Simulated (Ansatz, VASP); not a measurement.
# Mg2Si3N: VASP beside Ansatz

```
Mg Si N
1.0
     3.34543    0.00000    0.00000
     0.00000    3.34543    0.00000
     0.00000    0.00000    8.49125
Mg Si N
2 3 1
Direct
  0.50000 0.50000 0.68270
  0.00000 0.00000 0.41776
  0.50000 0.00000 0.00730
  0.00000 0.50000 0.00730
  0.50000 0.50000 0.23232
  0.00000 0.00000 0.65263
```

Change from the starting cell: species swapped into the Zr2As3Se type (P4mm, No. 99).

Alike in both runs: functional PBE; k mesh 5 × 5 × 3; occupations gaussian, width 0.2 eV; no spin polarisation.

Ansatz relaxed the structure, and its values are those at the end. VASP's run is a single point on that final structure, the one shown.

|  | VASP | Ansatz |
| --- | --- | --- |
| version | VASP 6.6.1 | Ansatz 0.2.0 |
| potentials or method | VASP PAW PBE potentials, release 64 (Mg, Si, N), cutoff 600 eV | scalar-relativistic, plane waves, PAW |
| valence electrons in the cell | 21 | 37 |

VASP gave:

| Quantity | Value |
| --- | --- |
| gap on the k mesh at the Fermi level (eV) | none |
| pressure (GPa) | 0.0 |
| rms of the force components (eV/Å) | 0.013 |

What did Ansatz give for the same quantities?

gap on the k mesh at the Fermi level (eV): none; pressure (GPa): 0.2; rms of the force components (eV/Å): 0.009.

A gap of «none» marks a metal or a gap that the smearing closes. VASP's potentials hold 21 valence electrons a cell and Ansatz's 37, so a difference there can come from the potentials and not from the codes.

The k mesh is coarse, so the values compare programs but aren't converged.
